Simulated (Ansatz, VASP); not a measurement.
Two plane-wave programs on Zr2N

```
CELL_PARAMETERS angstrom
5.41300 0.00000 0.00000
0.00000 5.41300 0.00000
0.00000 0.00000 3.30779
ATOMIC_POSITIONS crystal
Zr 0.29613 0.29613 0.00000
Zr 0.70387 0.70387 0.00000
Zr 0.79613 0.20387 0.50000
Zr 0.20387 0.79613 0.50000
N 0.00000 0.00000 0.00000
N 0.50000 0.50000 0.50000
```

Alike in both runs: task single point; functional r2SCAN; k mesh 8 × 8 × 10; occupations fermi-dirac, width 0.02 eV; no spin polarisation.

```csv
,VASP,Ansatz
version,VASP 6.6.1,Ansatz 0.2.0
potentials or method,"VASP PAW PBE potentials, release 64 (Zr_sv, N), cutoff 520 eV","scalar-relativistic, plane waves, PAW"
valence electrons in the cell,58,58
```

|  | VASP | Ansatz | Ansatz less VASP |
| --- | --- | --- | --- |
| gap on the k mesh at the Fermi level (eV) | none | none | - |
| pressure (GPa) | -0.1 | -0.2 | -0.14 |
| traceless stress, the component that is largest in VASP (GPa) | -0.53 | -0.55 | -0.014 |
| rms of the force components (eV/Å) | 0.018 | 0.021 | +0.0023 |

VASP's potentials were made for PBE, not for r2SCAN. Atom by atom the forces differ by 0.002 eV/Å (rms over components). A gap of «none» marks a metal or a gap that the smearing closes.
